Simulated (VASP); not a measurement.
Here is a VASP 6.6.1 calculation.

The input INCAR:

```
  ALGO = Normal
  EDIFF = 1E-6
  ENCUT = 520
  GGA = PE
  ISIF = 2
  ISMEAR = 0
  LASPH = True
  LCHARG = False
  LREAL = False
  LWAVE = False
  NBANDS = 16
  NELM = 100
  PREC = Accurate
  SIGMA = 0.01
```

File KPOINTS:

```
k-points
0
Gamma
  6 6 4
```

The input POSCAR:

```
AlN
1.0
    3.1066937602      0.0000000000      0.0000000000
   -1.5533468801      2.6904757181      0.0000000000
    0.0000000000      0.0000000000      5.0283774674
Al N
2 2
Direct
    0.3333333333      0.6666666667     -0.0024234232
    0.6666666667      0.3333333333      0.4975765768
    0.3333333333      0.6666666667      0.3774234232
    0.6666666667      0.3333333333      0.8774234232
```

Potentials or basis: VASP PAW PBE potentials, release 64 (Al, N).

The run is started by

```sh
$ cat potpaw_PBE.64/Al/POTCAR potpaw_PBE.64/N/POTCAR > POTCAR
$ mpirun -np 1 vasp_std > vasp.out
```

(1) Predict the band gap on the k mesh.

(2) Estimate the pressure.

## Answers

(1) 4.20 eV, direct.

(2) 2.4 GPa.

Caveat: the cell differs from its parent crystal (uniaxial z strain +1.0%).
